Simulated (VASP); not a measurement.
# Fe4Si: relaxation of cell and atoms with PBE

Crystal: Fe4Si.

```xyz
5
Lattice="3.3486 0.0000 0.0000 -1.6743 2.9000 0.0000 0.0000 0.0000 6.8813" Properties=species:S:1:pos:R:3 pbc="T T T"
Fe    0.0000    1.9333    3.4406
Fe    1.6743    0.9667    5.5408
Fe    1.6743    0.9667    1.3405
Fe    0.0000    1.9333    0.0000
Si    0.0000    0.0000    3.4406
```

```yaml
Program: VASP 6.6.1
Task: relaxation of cell and atoms
Functional: PBE
Potentials_or_basis: VASP PAW PBE potentials, release 64 (Fe, Si)
Cutoff: 600 eV
k_mesh: 6 × 6 × 4
Occupations: gaussian, width 0.1 eV
Spin: collinear spin, ferromagnetic start
Starting_moments: "[4.0, 4.0, 4.0, 4.0, 0.0] μB"
Dipole_correction: no
Further_INCAR_settings: ALGO = Normal; EDIFF = 1e-07; IBRION = 2; EDIFFG = -0.04; NSW = 90; ISIF = 3
```

```
Relaxed volume                                        : 12.71 Å³/atom
Relaxed cell                                          : a = 3.918 Å, b = 3.918 Å, c = 4.781 Å, α = 90.00°, β = 90.00°, γ = 120.00°
Space group after relaxing (to 0.05 Å)                : P-6m2 (No. 187)
Energy gained by relaxing                             : 838.4 meV/atom
Ionic steps                                           : 15
Pressure after relaxing                               : 0.1 GPa
Largest force after relaxing                          : 0.017 eV/Å
Net moment                                            : 8.35 μB per cell
Site moments                                          : Fe +1.44, +2.17, +2.64; Si -0.07 μB
Valence electrons inside the program's atomic spheres : Fe 7.65, 7.25, 7.07; Si 1.64
```

Forces on the atoms (eV/Å):
```
Fe   0.000  0.000  0.000
Fe   0.000  0.000 -0.017
Fe   0.000  0.000  0.017
Fe   0.000  0.000  0.000
Si   0.000  0.000  0.000
```

Stress tensor (GPa, compression positive):
```
 0.15  0.00  0.00
 0.00  0.15  0.00
 0.00  0.00 -0.03
```

Step by step:
```
step  energy change (eV)  largest force (eV/Å)  pressure (GPa)  volume (Å³)
   1              0.0000                1.8023           17.27        66.82
   2             -1.3968                0.8167          -13.56        80.98
   3             -1.4297                0.8940          -10.17        78.31
   4             -2.5516                1.2248           -8.34        71.84
   5              0.9579                1.5572           75.17        49.81
   6             -2.8722                2.0602           -5.08        68.32
   7             -3.7605                2.6733           12.74        59.41
   8             -3.7965                2.6184            8.55        60.85
   9             -3.9657                0.1390            7.30        61.15
  10             -4.0469                1.1860            6.95        61.08
  11             -4.1848                0.3280           -1.21        64.01
  12             -4.1848                0.3309           -1.20        63.99
  13             -4.1912                0.1099            0.12        63.53
  14             -4.1913                0.0664            0.38        63.44
  15             -4.1920                0.0173            0.09        63.57
```

Final structure:
```
Fe Si
1.0
     3.91835    0.00000    0.00000
    -1.95917    3.39339    0.00000
     0.00000    0.00000    4.78100
Fe Si
4 1
Direct
  0.33333 0.66667 0.50000
  0.66667 0.33333 0.75596
  0.66667 0.33333 0.24404
  0.33333 0.66667 0.00000
  0.00000 0.00000 0.50000
```

Levels at points of the mesh, in eV from the Fermi level:
Spin up:
```tsv
k point	band 19	band 20	band 21	band 22	band 23	band 24	band 25	band 26
(0.00, 0.00, 0.00)	-0.92	-0.44	-0.44	1.32	1.68	4.10	4.10	4.58
(0.50, 0.00, 0.00)	-0.81	-0.56	-0.34	-0.27	-0.27	0.70	1.30	4.11
(0.00, 0.00, 0.50)	-0.76	-0.76	-0.65	-0.65	4.26	4.26	4.33	4.66
(0.50, 0.00, 0.50)	-1.10	-1.08	-0.84	-0.55	-0.52	0.33	1.86	4.71
```
Spin down:
| k point | band 10 | band 11 | band 12 | band 13 | band 14 | band 15 | band 16 | band 17 | band 18 | band 19 |
| --- | --- | --- | --- | --- | --- | --- | --- | --- | --- | --- |
| (0.00, 0.00, 0.00) | -1.70 | -1.01 | -0.76 | -0.76 | 0.87 | 0.87 | 1.34 | 1.34 | 1.59 | 1.59 |
| (0.50, 0.00, 0.00) | -1.19 | -0.57 | -0.36 | -0.31 | -0.05 | 0.32 | 0.53 | 0.70 | 0.99 | 1.18 |
| (0.00, 0.00, 0.50) | -1.54 | -1.25 | -1.25 | 0.33 | 0.57 | 0.73 | 0.73 | 0.90 | 0.90 | 1.63 |
| (0.50, 0.00, 0.50) | -1.03 | -0.87 | -0.74 | -0.69 | -0.65 | -0.50 | 0.20 | 0.92 | 0.92 | 1.11 |

It took 16 min on 1 thread of Intel(R) Xeon(R) 6975P-C (Granite Rapids), with other jobs on the host, peak memory 0.28 GiB.

Caveat: the k points lie up to 0.33 Å⁻¹ apart in the final cell.
